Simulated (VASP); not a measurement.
Set up this calculation in VASP 6.6.1, as the native input.

| Quantity | Value |
| --- | --- |
| Task | single point |
| Functional | PBEsol |
| Potentials or basis | VASP PAW PBE potentials, release 64 (Al, Cu) |
| Cutoff | 520 eV |
| k mesh | 24 × 24 × 10 |
| Occupations | gaussian, width 0.1 eV |
| Spin | no spin polarisation |
| Dipole correction | no |
| Further INCAR settings | ALGO = Fast; EDIFF = 1e-06; NBANDS = 18 |

The structure of Al3Cu lies in POSCAR:

```
Al3Cu
1.0
    2.7784054294      0.0000000000      0.0000000000
    0.0000000000      2.7784054294      0.0000000000
    0.0000000000      0.0000000000      7.5134034100
Al Cu
3 1
Direct
    0.0000000000      0.0000000000      0.5000000000
    0.5000000000      0.5000000000      0.2261155100
    0.5000000000      0.5000000000      0.7738844900
    0.0000000000      0.0000000000      0.0000000000
```

The input as run:

INCAR

```
ALGO = Fast
EDIFF = 1E-6
ENCUT = 520
GGA = PS
ISIF = 2
ISMEAR = 0
LASPH = T
LCHARG = F
LREAL = F
LWAVE = F
NBANDS = 18
NELM = 100
PREC = Accurate
SIGMA = 0.1
```

KPOINTS

```
k-points
0
Gamma
  24 24 10
```

Potentials or basis: VASP PAW PBE potentials, release 64 (Al, Cu).

Run with:

```bash
$ cat potpaw_PBE.64/Al/POTCAR potpaw_PBE.64/Cu/POTCAR > POTCAR
$ mpirun -np 1 vasp_std > vasp.out
```

Results of the run:

The pressure is -1.8 GPa and the largest force is 0.179 eV/Å. The band gap on the k mesh is zero (band 10 reaches 12.93 eV, above the bottom of band 11 at 6.71 eV).

Caveat: the PAW data sets were made with another functional, which shifts forces and pressure a little.

It took 5.3 min on 1 thread of Intel(R) Xeon(R) 6975P-C (Granite Rapids), on a shared host, peak memory 0.6 GiB.
